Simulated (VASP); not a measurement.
# SnTe (P1) in VASP: further runs

The runs below take SnTe through single point, with PBEsol.

Program: VASP 6.6.1. These are calculated values, not measurements. Logs are shortened: lines on timing, memory, paths and dates and some standing lists are left out, and cuts for length are marked.

### 1 The cell of the first run

The typed cell holds 2 atoms: a = 5.071 Å, b = 5.115 Å, c = 5.123 Å, α = 60.14°, β = 60.47°, γ = 60.61°.

### 2 Single point, PBEsol

INCAR reads:

```
ALGO     = Normal         # electronic algorithm
EDIFF    = 1E-6           # SCF threshold, eV
ENCUT    = 520            # plane-wave cutoff, eV
GGA      = PS             # functional
ISIF     = 2              # what is computed and relaxed
ISMEAR   = 0              # smearing method
LASPH    = T              # aspherical terms in the spheres
LCHARG   = T              # write CHGCAR
LELF     = T              # ELF
LREAL    = F              # projectors in reciprocal space
LVHAR    = T            
LWAVE    = F              # write WAVECAR
NBANDS   = 17             # bands
NELM     = 60             # most SCF steps
PREC     = Accurate       # precision mode
SIGMA    = 0.01           # smearing width, eV
```

KPOINTS reads:

```
k-points
0
Gamma
  3 3 3
```

POSCAR reads:

```
SnTe
1.0
   -0.0123400000      3.5909600000      3.5803100000
    3.6386700000     -0.0265400000      3.5945100000
    3.6394100000      3.6059000000     -0.0272800000
Sn Te
1 1
Direct
    0.9957800000      0.0009800000      0.0052100000
    0.7561500000      0.7474000000      0.7507500000
```

Potentials or basis: VASP PAW PBE potentials, release 64 (Sn_d, Te).

Run with:

```bash
$ cat potpaw_PBE.64/Sn_d/POTCAR potpaw_PBE.64/Te/POTCAR > POTCAR
$ mpirun -np 1 vasp_std > vasp.out
```

OUTCAR:

```text
EDIFF = 1E-6
   ENCUT = 520
   GGA = PS
   ISIF = 2
   ISMEAR = 0
   LASPH = T
   LREAL = F
   NELM = 60
   PREC = Accurate

 ion  position               nearest neighbor table
   1  0.996  0.001  0.005-   2 3.11   2 3.13   2 3.13   2 3.17
   2  0.756  0.747  0.751-   1 3.11   1 3.13   1 3.13   1 3.17

  LATTYP: Found a triclinic cell.
 ALAT       =     8.8859422597
 B/A-ratio  =     0.5772624508
 C/A-ratio  =     0.8204465828
 COS(alpha) =     0.0002842948
 COS(beta)  =     0.4090921630
 COS(gamma) =     0.8668528368

  Lattice vectors:

 A1 = (  -3.6401500000,  -7.2383400000,   3.6490700000)
 A2 = (  -0.0007400000,  -3.6324400000,   3.6217900000)
 A3 = (  -7.2904200000,   0.0116000000,   0.0130800000)

Analysis of symmetry for initial positions (statically):
=====================================================================
 Subroutine PRICEL returns:
 Original cell was already a primitive cell.

 Routine SETGRP: Setting up the symmetry group for a
 triclinic supercell.

 Subroutine GETGRP returns: Found  1 space group operations
 (whereof  1 operations were pure point group operations)
 out of a pool of  2 trial point group operations.

The static configuration has the point symmetry C_1 .

Analysis of symmetry for dynamics (positions and initial velocities):
=====================================================================
 Subroutine PRICEL returns:
 Original cell was already a primitive cell.

 Routine SETGRP: Setting up the symmetry group for a
 triclinic supercell.

 Subroutine GETGRP returns: Found  1 space group operations
 (whereof  1 operations were pure point group operations)
 out of a pool of  2 trial point group operations.

The dynamic configuration has the point symmetry C_1 .

 Subroutine INISYM returns: Found  1 space group operations
 (whereof  1 operations are pure point group operations),
 and found     1 'primitive' translations

----------------------------------------------------------------------------------------

                                     Primitive cell

  volume of cell :      94.8149
[... 70 lines left out ...]
   ISTART =      0    job   : 0-new  1-cont  2-samecut
   ICHARG =      2    charge: 1-file 2-atom 10-const
   ISPIN  =      1    spin polarized calculation?
   LNONCOLLINEAR =      F non collinear calculations
   LSORBIT =      F    spin-orbit coupling
   LASPH  =      T    aspherical Exc in radial PAW
   ENCUT  =  520.0 eV  38.22 Ry    6.18 a.u.   9.43  9.51  9.53*2*pi/ulx,y,z
   NELM   =     60;   NELMIN=  2; NELMDL= -5     # of ELM steps
   EDIFF  = 0.1E-05   stopping-criterion for ELM
   LREAL  =      F    real-space projection
   EDIFFG = 0.1E-04   stopping-criterion for IOM
   NSW    =      0    number of steps for IOM
   IBRION =     -1    ionic relax: 0-MD 1-quasi-New 2-CG
   NFREE  =      0    steps in history (QN), initial steepest desc. (CG)
   ISIF   =      2    stress and relaxation
   ISYM   =      2    0-nonsym 1-usesym 2-fastsym
   POTIM  = 0.5000    time-step for ionic-motion
   TEBEG  =    0.0;   TEEND  =   0.0 temperature during run
   PSTRESS=    0.0 pullay stress
   NELECT =      20.0000    total number of electrons
   NUPDOWN=      -1.0000    fix difference up-down
   EMIN   =  10.00;   EMAX   =-10.00  energy-range for DOS
   EFERMI =   0.00;   METHOD = LEGACY
   ISMEAR =     0;   SIGMA  =   0.01  broadening in eV -4-tet -1-fermi 0-gaus
   EFERMI_NEDOS =   21; number of points for ismear=-14 and -15
   IALGO  =     38    algorithm
   IMIX   =      4    mixing-type and parameters
     AMIX     =   0.40;   BMIX     =  1.00
     AMIX_MAG =   1.60;   BMIX_MAG =  1.00
  volume/ion in A,a.u.               =      47.41       319.92
  Fermi-wavevector in a.u.,A,eV,Ry     =   0.974524  1.841584 12.921421  0.949698
  Thomas-Fermi vector in A             =   2.104991
   LORBIT       =      0    0 simple, 1 ext, 2 COOP (PROOUT), +10 PAW based schemes
   GGA     = PS    functional components
   LHFCALC =     F    Hartree Fock is set to
   AEXX    =    0.0000 exact exchange contribution
   IVDW    =     0    specifies the selected vdW correction
   LEPSILON=     F    determine dielectric tensor
   LRPA    =     F    only Hartree local field effects (RPA)
 non-spin polarized calculation
 Gauss-broadening in eV      SIGMA  =   0.01
  energy-cutoff  :      520.00
  volume of cell :       94.81
 maximum number of plane-waves:      2601
 NGX is ok and might be reduce to    40
   NGX = 19   NGY = 19   NGZ = 19

 number of electron      20.0000002 magnetization

 Free energy of the ion-electron system (eV)
  ---------------------------------------------------
  ext. energy  EPLUGINS =         0.00000000
  ---------------------------------------------------
  free energy    TOTEN  =        -7.71036364 eV

  energy without entropy =       -7.71036364  energy(sigma->0) =       -7.71036364

 E-fermi :   2.4803     XC(G=0):  -7.6311

 val. band max:        2.4270568488   @ k =   0.0000  -0.3333   0.3333
 cond. band min:       3.1385711604   @ k =   0.3333   0.3333  -0.0000
 fundamental gap:      0.7115143116
 Fermi energy:         2.4802960165

 k-point     1 :       0.0000    0.0000    0.0000
  band No.  band energies     occupation
      1     -18.7538      2.00000
      2     -18.7516      2.00000
      3     -18.7508      2.00000
      4     -18.7424      2.00000
      5     -18.7415      2.00000
      6      -8.5929      2.00000
[... 257 lines left out ...]
      4     -18.7423      2.00000
      5     -18.7411      2.00000
      6      -7.9017      2.00000
[... 9 lines left out ...]
     16      10.1137      0.00000
     17      11.8441      0.00000

------------------------ aborting loop because EDIFF is reached ----------------------------------------

  FORCE on cell =-STRESS in cart. coord.  units (eV):
  Direction    XX          YY          ZZ          XY          YZ          ZX
  --------------------------------------------------------------------------------------
  -------------------------------------------------------------------------------------
  Total       -1.4037245     -1.3618283     -1.3503344      0.0618641     -0.0324116      0.0554726
  in kB      -23.7200713    -23.0121108    -22.8178879      1.0453765     -0.5476893      0.9373731
  external PRESSURE =     -23.1833567 kB  Pullay stress =       0.0000000 kB

 VOLUME and BASIS-vectors are now :
 -----------------------------------------------------------------------------
  energy-cutoff  :      520.00
  volume of cell :       94.81
      direct lattice vectors                 reciprocal lattice vectors
    -0.012340000  3.590960000  3.580310000    -0.136695006  0.139019947  0.139400810
     3.638670000 -0.026540000  3.594510000     0.137195788 -0.137424425  0.138306071
     3.639410000  3.605900000 -0.027280000     0.137138433  0.137867852 -0.137805289

 POSITION                                       TOTAL-FORCE (eV/Angst)
 -----------------------------------------------------------------------------------
      0.01024      3.59457      3.56858        -0.031677      0.049441      0.055606
      5.44250      5.40260      5.37331         0.031677     -0.049441     -0.055606
 -----------------------------------------------------------------------------------
    total drift:                                0.000127     -0.000179      0.000101

  FREE ENERGIE OF THE ION-ELECTRON SYSTEM (eV)
  ---------------------------------------------------
  free  energy   TOTEN  =        -7.7103636380 eV

  energy  without entropy=       -7.7103636380  energy(sigma->0) =       -7.71036364
```

OSZICAR:

```text
N       E                     dE             d eps       ncg     rms          rms(c)
DAV:   1     0.125971169185E+03    0.12597E+03   -0.90711E+03   477   0.116E+03
DAV:   2     0.535155745197E+01   -0.12062E+03   -0.11763E+03   509   0.302E+02
DAV:   3    -0.741348057829E+01   -0.12765E+02   -0.12568E+02   599   0.928E+01
DAV:   4    -0.782235455871E+01   -0.40887E+00   -0.40858E+00   570   0.175E+01
DAV:   5    -0.784127072993E+01   -0.18916E-01   -0.18915E-01   684   0.360E+00    0.430E+00
DAV:   6    -0.771377818459E+01    0.12749E+00   -0.33228E-01   609   0.308E+00    0.275E+00
DAV:   7    -0.770971615970E+01    0.40620E-02   -0.68842E-02   504   0.104E+00    0.995E-01
DAV:   8    -0.770982741288E+01   -0.11125E-03   -0.77973E-03   526   0.614E-01    0.190E-01
DAV:   9    -0.771015733462E+01   -0.32992E-03   -0.16588E-03   514   0.252E-01    0.510E-02
DAV:  10    -0.771025546381E+01   -0.98129E-04   -0.24564E-04   550   0.919E-02    0.325E-02
DAV:  11    -0.771036145490E+01   -0.10599E-03   -0.19115E-04   502   0.641E-02    0.325E-02
DAV:  12    -0.771036245542E+01   -0.10005E-05   -0.58290E-06   580   0.139E-02    0.167E-02
DAV:  13    -0.771036357548E+01   -0.11201E-05   -0.35728E-06   491   0.891E-03    0.377E-03
DAV:  14    -0.771036363797E+01   -0.62494E-07   -0.19508E-07   450   0.412E-03
   1 F= -.77103636E+01 E0= -.77103636E+01  d E =-.204838E-15
```

stdout:

```text
POSCAR found type information on POSCAR SnTe
 POSCAR found :  2 types and       2 ions
 scaLAPACK will be used
 -----------------------------------------------------------------------------
|                                                                             |
|                                                                             |
|     You enforced a specific xc type in the INCAR file but a different       |
|     I HOPE YOU KNOW WHAT YOU ARE DOING!                                     |
|                                                                             |
 -----------------------------------------------------------------------------

 LDA part: xc-table for (Slater+PW92), standard interpolation
 POSCAR, INCAR and KPOINTS ok, starting setup
 FFT: planning ... GRIDC
 FFT: planning ... GRID_SOFT
 FFT: planning ... GRID
 WAVECAR not read
 entering main loop
```

Run time: 30 s. Hardware: 1 thread of Intel Xeon Platinum 8259CL at 2.50GHz (Skylake/Cascade Lake), shared host; peak memory 0.23 GiB.

Results:

| Item | Value |
| --- | --- |
| Free energy | -7.7104 eV |
| Pressure | -2.3 GPa |
| Largest force | 0.081 eV/Å |
| Band gap on the k mesh | 0.71 eV, indirect (least direct gap 0.95 eV) |

Forces on the atoms (eV/Å):
```
Sn  -0.032  0.049  0.056
Te   0.032 -0.049 -0.056
```

Caveat: the k points lie up to 0.50 Å⁻¹ apart; the PAW data sets were made with another functional, which shifts forces and pressure a little; spin-orbit coupling is left out, which moves the levels of the heavy elements. A k mesh can miss the band edges.

(Continued in part 2 of 3.)
